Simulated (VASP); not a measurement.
# GaP (I-4m2) in VASP: notebook

Runs on GaP. Level: r2SCAN. Tasks: single point.

Everything below comes from runs of VASP 6.6.1. Logs are shortened: lines on timing, memory, paths and dates and some standing lists are left out, and cuts for length are marked.

## (1) The cell of the first run

The structure is tetragonal, space group I-4m2 (No. 119). The conventional cell has a = 3.931 Å, b = 3.931 Å, c = 5.358 Å, α = 90.00°, β = 90.00°, γ = 90.00°. Within 3.1 Å of Ga (site symmetry -4m2) lie 4 P at 2.38 Å. P (site symmetry -4m2) has 4 Ga at 2.38 Å within 3.1 Å.

## (2) Single point, r2SCAN, non-collinear spin, zero start, spin-orbit coupling (epitaxial xy strain +2.0%)

The input, POSCAR:

```
GaP
1.0
    0.0000000000      2.7799072732      2.6790345664
    2.7799072732      0.0000000000      2.6790345664
    2.7799072732      2.7799072732      0.0000000000
Ga P
1 1
Direct
    0.0000000000      0.0000000000      0.0000000000
    0.2500000000      0.2500000000      0.2500000000
```

The input, INCAR.step1:

```
  PREC = Accurate
  ENCUT = 520
  ISMEAR = -1
  SIGMA = 0.02
  LREAL = False
  LASPH = True
  NELM = 150
  MAGMOM = 0 0 0 0 0 0
  LSORBIT = True
  GGA_COMPAT = False
  NBANDS = 30
  GGA = PE
  ALGO = Normal
  EDIFF = 1E-4
  LWAVE = True
  LCHARG = False
```

The input, INCAR.step2:

```
  PREC = Accurate
  ENCUT = 520
  EDIFF = 1E-7
  ISMEAR = -1
  SIGMA = 0.02
  LREAL = False
  LASPH = True
  NELM = 150
  ALGO = Normal
  ISIF = 2
  LWAVE = False
  LCHARG = False
  MAGMOM = 0 0 0 0 0 0
  LORBIT = 11
  LSORBIT = True
  GGA_COMPAT = False
  LORBMOM = True
  METAGGA = R2SCAN
  LMIXTAU = True
  NBANDS = 30
  ISTART = 1
```

The input, KPOINTS:

```
regular mesh
0
Gamma
  8 8 8
```

Potentials or basis: VASP PAW PBE potentials, release 64 (Ga_d, P).

Started as:

```
cat potpaw_PBE.64/Ga_d/POTCAR potpaw_PBE.64/P/POTCAR > POTCAR
cp INCAR.step1 INCAR
mpirun -np 1 vasp_ncl > vasp.out
cp INCAR.step2 INCAR
mpirun -np 1 vasp_ncl > vasp.out
```

OUTCAR:

```text
PREC = Accurate
   ENCUT = 520
   EDIFF = 1E-7
   ISMEAR = -1
   LREAL = False
   LASPH = True
   NELM = 150
   ISIF = 2
   LORBIT = 11
   LSORBIT = True
   METAGGA = R2SCAN
   ISTART = 1

 ion  position               nearest neighbor table
   1  0.000  0.000  0.000-   2 2.38   2 2.38   2 2.38   2 2.38
   2  0.250  0.250  0.250-   1 2.38   1 2.38   1 2.38   1 2.38

  LATTYP: Found a body centered tetragonal cell.
 ALAT       =     3.9313825679
 C/A-ratio  =     1.3628969047

  Lattice vectors:

 A1 = (   0.0000000000,  -2.7799072732,  -2.6790345664)
 A2 = (   0.0000000000,   2.7799072732,  -2.6790345664)
 A3 = (   2.7799072732,   0.0000000000,   2.6790345664)

Analysis of symmetry for initial positions (statically):
=====================================================================
 Subroutine PRICEL returns:
 Original cell was already a primitive cell.

 Routine SETGRP: Setting up the symmetry group for a
 body centered tetragonal supercell.

 Subroutine GETGRP returns: Found  8 space group operations
 (whereof  8 operations were pure point group operations)
 out of a pool of 16 trial point group operations.

The static configuration has the point symmetry D_2d.

Analysis of symmetry for dynamics (positions and initial velocities):
=====================================================================
 Subroutine PRICEL returns:
 Original cell was already a primitive cell.

 Routine SETGRP: Setting up the symmetry group for a
 body centered tetragonal supercell.

 Subroutine GETGRP returns: Found  8 space group operations
 (whereof  8 operations were pure point group operations)
 out of a pool of 16 trial point group operations.

The dynamic configuration has the point symmetry D_2d.

Analysis of structural, dynamic, and magnetic symmetry:
=====================================================================
 Subroutine PRICEL returns:
 Original cell was already a primitive cell.

 Routine SETGRP: Setting up the symmetry group for a
 body centered tetragonal supercell.

 Subroutine GETGRP returns: Found  8 space group operations
 (whereof  8 operations were pure point group operations)
 out of a pool of 16 trial point group operations.

The overall configuration has the point symmetry D_2d.

 Subroutine INISYM returns: Found  8 space group operations
 (whereof  8 operations are pure point group operations),
 and found     1 'primitive' translations

----------------------------------------------------------------------------------------

                                     Primitive cell

  volume of cell :      41.4065

  direct lattice vectors                    reciprocal lattice vectors
     0.000000000  2.779907273  2.679034566    -0.179862114  0.179862114  0.186634397
     2.779907273  0.000000000  2.679034566     0.179862114 -0.179862114  0.186634397
     2.779907273  2.779907273  0.000000000     0.179862114  0.179862114 -0.186634397

  length of vectors
     3.860713749  3.860713749  3.931382568     0.315488761  0.315488761  0.315488761

  position of ions in fractional coordinates (direct lattice)
     0.000000000  0.000000000  0.000000000
     0.250000000  0.250000000  0.250000000

  ion indices of the primitive-cell ions
   primitive index   ion index
                 1           1
                 2           2

----------------------------------------------------------------------------------------

 KPOINTS: regular mesh

Automatic generation of k-mesh.
 Grid dimensions read from file:
 generate k-points for:    8    8    8

 Generating k-lattice:

  Cartesian coordinates                     Fractional coordinates (reciprocal lattice)
    -0.022482764  0.022482764  0.023329300     0.125000000  0.000000000  0.000000000
     0.022482764 -0.022482764  0.023329300     0.000000000  0.125000000  0.000000000
     0.022482764  0.022482764 -0.023329300     0.000000000  0.000000000  0.125000000

[... 92 lines left out ...]

 number of electron      18.0000002 magnetization       0.0000000      0.0000000      0.0000000

 number of electron      18.0000002 magnetization      -0.0000000      0.0000000     -0.0000000

 number of electron      18.0000002 magnetization       0.0000000      0.0000000     -0.0000000

 number of electron      18.0000002 magnetization      -0.0000000     -0.0000000     -0.0000000

 Free energy of the ion-electron system (eV)
  ---------------------------------------------------
  ext. energy  EPLUGINS =         0.00000000
  ---------------------------------------------------
  free energy    TOTEN  =       -21.45404069 eV

  energy without entropy =      -21.45404069  energy(sigma->0) =      -21.45404069

 E-fermi :   4.7897     XC(G=0): -10.4399

 val. band max:        4.3738133451   @ k =   0.0000   0.0000   0.0000
 cond. band min:       5.9364090364   @ k =   0.3750   0.3750   0.0000
 fundamental gap:      1.5625956913
 Fermi energy:         4.7897402495

 k-point     1 :       0.0000    0.0000    0.0000
  band No.  band energies     occupation
      1     -10.9640      1.00000
      2     -10.9640      1.00000
      3     -10.9568      1.00000
      4     -10.9568      1.00000
      5     -10.5403      1.00000
      6     -10.5403      1.00000
[... 781 lines left out ...]
     29      16.6309      0.00000
     30      16.6353      0.00000

 [... further k-points ...]
[... 5 lines left out ...]
  --------------------------------------------------------------------------------------
  -------------------------------------------------------------------------------------
  Total       -0.7498188     -0.7498188     -0.0266937      0.0000000      0.0000000     -0.0000000
  in kB      -29.0133566    -29.0133566     -1.0328799      0.0000000      0.0000000     -0.0000000
  external PRESSURE =     -19.6865310 kB  Pullay stress =       0.0000000 kB

 VOLUME and BASIS-vectors are now :
 -----------------------------------------------------------------------------
  energy-cutoff  :      520.00
  volume of cell :       41.41
      direct lattice vectors                 reciprocal lattice vectors
     0.000000000  2.779907273  2.679034566    -0.179862114  0.179862114  0.186634397
     2.779907273  0.000000000  2.679034566     0.179862114 -0.179862114  0.186634397
     2.779907273  2.779907273  0.000000000     0.179862114  0.179862114 -0.186634397

 POSITION                                       TOTAL-FORCE (eV/Angst)
 -----------------------------------------------------------------------------------
      0.00000      0.00000      0.00000        -0.000000     -0.000000     -0.000000
      1.38995      1.38995      1.33952         0.000000      0.000000      0.000000
 -----------------------------------------------------------------------------------
    total drift:                               -0.000002     -0.000002     -0.000003

  FREE ENERGIE OF THE ION-ELECTRON SYSTEM (eV)
  ---------------------------------------------------
  free  energy   TOTEN  =       -21.4540406853 eV

  energy  without entropy=      -21.4540406852  energy(sigma->0) =      -21.45404069

 orbital moment (x)

 # of ion     p       d       tot
 ----------------------------------------
  1         0.000  -0.000   0.000
  2         0.000   0.000   0.000
 ----------------------------------------
            0.000  -0.000   0.000

 orbital moment (y)

 # of ion     p       d       tot
 ----------------------------------------
  1         0.000  -0.000   0.000
  2         0.000   0.000   0.000
 ----------------------------------------
            0.000  -0.000   0.000

 orbital moment (z)

 # of ion     p       d       tot
 ----------------------------------------
  1        -0.000   0.000  -0.000
  2         0.000   0.000   0.000
 ----------------------------------------
           -0.000   0.000  -0.000

 Spin-Orbit-Coupling matrix elements

 Ion:    1  E_soc:     -0.0110832
 l=   1
     0.0000000    -0.0010244    -0.0010272
    -0.0010244     0.0000000    -0.0010244
    -0.0010272    -0.0010244     0.0000000
 l=   2
     0.0000000    -0.0001674     0.0000000    -0.0001674    -0.0006542
    -0.0001674     0.0000000    -0.0004909    -0.0001672    -0.0001637
     0.0000000    -0.0004909     0.0000000    -0.0004909     0.0000000
    -0.0001674    -0.0001672    -0.0004909     0.0000000    -0.0001637
    -0.0006542    -0.0001637     0.0000000    -0.0001637     0.0000000
 l=   3
     0.0000000     0.0000000     0.0000000     0.0000000     0.0000000     0.0000000     0.0000000
     0.0000000     0.0000000     0.0000000     0.0000000     0.0000000     0.0000000     0.0000000
     0.0000000     0.0000000     0.0000000     0.0000000     0.0000000     0.0000000     0.0000000
     0.0000000     0.0000000     0.0000000     0.0000000     0.0000000     0.0000000     0.0000000
     0.0000000     0.0000000     0.0000000     0.0000000     0.0000000     0.0000000     0.0000000
     0.0000000     0.0000000     0.0000000     0.0000000     0.0000000     0.0000000     0.0000000
     0.0000000     0.0000000     0.0000000     0.0000000     0.0000000     0.0000000     0.0000000

 Ion:    2  E_soc:     -0.0008366
 l=   1
     0.0000000    -0.0001404    -0.0001375
    -0.0001404     0.0000000    -0.0001404
    -0.0001375    -0.0001404     0.0000000
 l=   2
     0.0000000     0.0000000     0.0000000     0.0000000     0.0000000
     0.0000000     0.0000000     0.0000000     0.0000000     0.0000000
     0.0000000     0.0000000     0.0000000     0.0000000     0.0000000
     0.0000000     0.0000000     0.0000000     0.0000000     0.0000000
     0.0000000     0.0000000     0.0000000     0.0000000     0.0000000
 l=   3
     0.0000000     0.0000000     0.0000000     0.0000000     0.0000000     0.0000000     0.0000000
     0.0000000     0.0000000     0.0000000     0.0000000     0.0000000     0.0000000     0.0000000
     0.0000000     0.0000000     0.0000000     0.0000000     0.0000000     0.0000000     0.0000000
     0.0000000     0.0000000     0.0000000     0.0000000     0.0000000     0.0000000     0.0000000
     0.0000000     0.0000000     0.0000000     0.0000000     0.0000000     0.0000000     0.0000000
     0.0000000     0.0000000     0.0000000     0.0000000     0.0000000     0.0000000     0.0000000
     0.0000000     0.0000000     0.0000000     0.0000000     0.0000000     0.0000000     0.0000000

 total charge

# of ion       s       p       d       tot
------------------------------------------
    1        0.829   0.822  10.013  11.663
    2        1.010   1.526   0.000   2.536
--------------------------------------------------
tot          1.839   2.348  10.013  14.200

 magnetization (x)

# of ion       s       p       d       tot
------------------------------------------
    1       -0.000  -0.000  -0.000  -0.000
    2       -0.000  -0.000   0.000  -0.000
--------------------------------------------------
tot         -0.000  -0.000  -0.000  -0.000

 magnetization (y)

# of ion       s       p       d       tot
------------------------------------------
    1        0.000   0.000   0.000   0.000
    2        0.000   0.000   0.000   0.000
--------------------------------------------------
tot          0.000   0.000   0.000   0.000

 magnetization (z)

# of ion       s       p       d       tot
------------------------------------------
    1       -0.000   0.000   0.000   0.000
    2        0.000   0.000   0.000   0.000
--------------------------------------------------
tot          0.000   0.000   0.000   0.000
```

Wall time 26 min (1 thread of Intel Xeon Platinum 8259CL at 2.50GHz (Skylake/Cascade Lake), shared host); peak memory 0.42 GiB.

What came out:

| Quantity | Value |
| --- | --- |
| Free energy | -21.4540 eV |
| Pressure | -2.0 GPa |
| Net moment | 0.00 μB per cell |
| Valence electrons inside the program's atomic spheres | Ga 11.66; P 2.54 |

Moments on the atoms (μB; x, y, z):
```
Ga  0.00 0.00 0.00
P   0.00 0.00 0.00
```

Caveat: the cell differs from its parent crystal (epitaxial xy strain +2.0%); the PAW data sets were made with another functional, which shifts forces and pressure a little.

## (3) Single point, r2SCAN, non-collinear spin, zero start, spin-orbit coupling (epitaxial xy strain +3.0%)

The input, POSCAR:

```
GaP
1.0
    0.0000000000      2.8071612660      2.6550591104
    2.8071612660      0.0000000000      2.6550591104
    2.8071612660      2.8071612660      0.0000000000
Ga P
1 1
Direct
    0.0000000000      0.0000000000      0.0000000000
    0.2500000000      0.2500000000      0.2500000000
```

The input, INCAR.step1:

```
SYSTEM = GaP
PREC = Accurate
ENCUT = 520
ISMEAR = -1
SIGMA = 0.02
LREAL = .False.
LASPH = .True.
NELM = 150
LNONCOLLINEAR = .True.
MAGMOM = 0 0 0 0 0 0
LSORBIT = .True.
GGA_COMPAT = .False.
NBANDS = 30
GGA = PE
ALGO = Normal
EDIFF = 1E-4
LWAVE = .True.
LCHARG = .False.
```

The input, INCAR.step2:

```
SYSTEM = GaP
PREC = Accurate
ENCUT = 520
EDIFF = 1E-6
ISMEAR = -1
SIGMA = 0.02
LREAL = .False.
LASPH = .True.
NELM = 150
ALGO = Normal
ISIF = 2
LWAVE = .False.
LCHARG = .False.
LNONCOLLINEAR = .True.
MAGMOM = 0 0 0 0 0 0
LORBIT = 11
LSORBIT = .True.
GGA_COMPAT = .False.
LORBMOM = .True.
METAGGA = R2SCAN
LMIXTAU = .True.
NBANDS = 30
ISTART = 1
```

The input, KPOINTS:

```
Automatic mesh
0
Gamma
  8 8 8
  0 0 0
```

Potentials or basis: VASP PAW PBE potentials, release 64 (Ga_d, P).

Started as:

```
cat potpaw_PBE.64/Ga_d/POTCAR potpaw_PBE.64/P/POTCAR > POTCAR
cp INCAR.step1 INCAR
mpirun -np 1 vasp_ncl > vasp.out
cp INCAR.step2 INCAR
mpirun -np 1 vasp_ncl > vasp.out
```

Wall time 15 min (1 thread of AMD EPYC 9R45 (Zen 5), shared host); peak memory 0.39 GiB.

It converged, with:

```
Free energy                                           : -21.4362 eV
Pressure                                              : -2.9 GPa
Net moment                                            : 0.00 μB per cell
Valence electrons inside the program's atomic spheres : Ga 11.65; P 2.53
```

Stress tensor (GPa, compression positive):
```
-4.23  0.00  0.00
 0.00 -4.23  0.00
 0.00  0.00 -0.12
```

Moments on the atoms (μB; x, y, z):
```
Ga  0.00 0.00 0.00
P   0.00 0.00 0.00
```

Caveat: the cell differs from its parent crystal (epitaxial xy strain +3.0%); the PAW data sets were made with another functional, which shifts forces and pressure a little.

## (4) Single point, r2SCAN, non-collinear spin, zero start, spin-orbit coupling (epitaxial xy strain +4.0%)

The input, POSCAR:

```
GaP
1.0
    0.0000000000      2.8344152589      2.6306866610
    2.8344152589      0.0000000000      2.6306866610
    2.8344152589      2.8344152589      0.0000000000
Ga P
1 1
Direct
    0.0000000000      0.0000000000      0.0000000000
    0.2500000000      0.2500000000      0.2500000000
```

The input, INCAR.step1:

```
SYSTEM = GaP
  PREC = Accurate
  ENCUT = 520
  ISMEAR = -1
  SIGMA = 0.02
  LREAL = .FALSE.
  LASPH = .TRUE.
  NELM = 150
  MAGMOM = 0 0 0 0 0 0
  LSORBIT = .TRUE.
  GGA_COMPAT = .FALSE.
  NBANDS = 30
  GGA = PE
  ALGO = Normal
  EDIFF = 1E-4
  LWAVE = .TRUE.
  LCHARG = .FALSE.
```

The input, INCAR.step2:

```
SYSTEM = GaP
  PREC = Accurate
  ENCUT = 520
  EDIFF = 1E-7
  ISMEAR = -1
  SIGMA = 0.02
  LREAL = .FALSE.
  LASPH = .TRUE.
  NELM = 150
  ALGO = Normal
  ISIF = 2
  LWAVE = .FALSE.
  LCHARG = .TRUE.
  MAGMOM = 0 0 0 0 0 0
  LORBIT = 11
  LSORBIT = .TRUE.
  GGA_COMPAT = .FALSE.
  LORBMOM = .TRUE.
  METAGGA = R2SCAN
  LMIXTAU = .TRUE.
  LVHAR = .TRUE.
  NBANDS = 30
  ISTART = 1
```

The input, KPOINTS:

```
regular mesh
0
G
  8 8 8
  0 0 0
```

Started as:

```
cat potpaw_PBE.64/Ga_d/POTCAR potpaw_PBE.64/P/POTCAR > POTCAR
cp INCAR.step1 INCAR
mpirun -np 1 vasp_ncl > vasp.out
cp INCAR.step2 INCAR
mpirun -np 1 vasp_ncl > vasp.out
```

Wall time 20 min (1 thread of AMD EPYC 9R45 (Zen 5), shared host); peak memory 0.4 GiB.

The run converged. Its results:

- Free energy: -21.4121 eV
- Pressure: -3.6 GPa
- Net moment: 0.00 μB per cell
- Valence electrons inside the program's atomic spheres: Ga 11.63; P 2.52

Stress tensor (GPa, compression positive):
```
-5.37  0.00  0.00
 0.00 -5.37  0.00
 0.00  0.00 -0.07
```

Moments on the atoms (μB; x, y, z):
```
Ga  0.00 0.00 0.00
P   0.00 0.00 0.00
```

Caveat: the cell differs from its parent crystal (epitaxial xy strain +4.0%); the cell stands under tension; the PAW data sets were made with another functional, which shifts forces and pressure a little.

## (5) The runs side by side

```tsv
cell	pressure (GPa)	moment (μB)
a = 3.861, b = 3.861, c = 3.931 Å, angles 59.4, 59.4, 61.2°, 2 atoms	-2.0	0.00
a = 3.864, b = 3.864, c = 3.970 Å, angles 59.1, 59.1, 61.8°, 2 atoms	-2.9	0.00
a = 3.867, b = 3.867, c = 4.008 Å, angles 58.8, 58.8, 62.4°, 2 atoms	-3.6	0.00
```

Alike in all rows: task single point; level r2SCAN; potentials or basis VASP PAW PBE potentials, release 64 (Ga_d, P); spin non-collinear, zero start, SOC; k mesh 8 × 8 × 8; cutoff (eV) 520; smearing fermi-dirac 0.02 eV.

Caveats: the PAW data sets were made with another functional, which shifts forces and pressure a little; the cell stands under tension (at least some runs).

Total energies depend on the potentials used, so only differences within one code and one set of settings carry meaning.
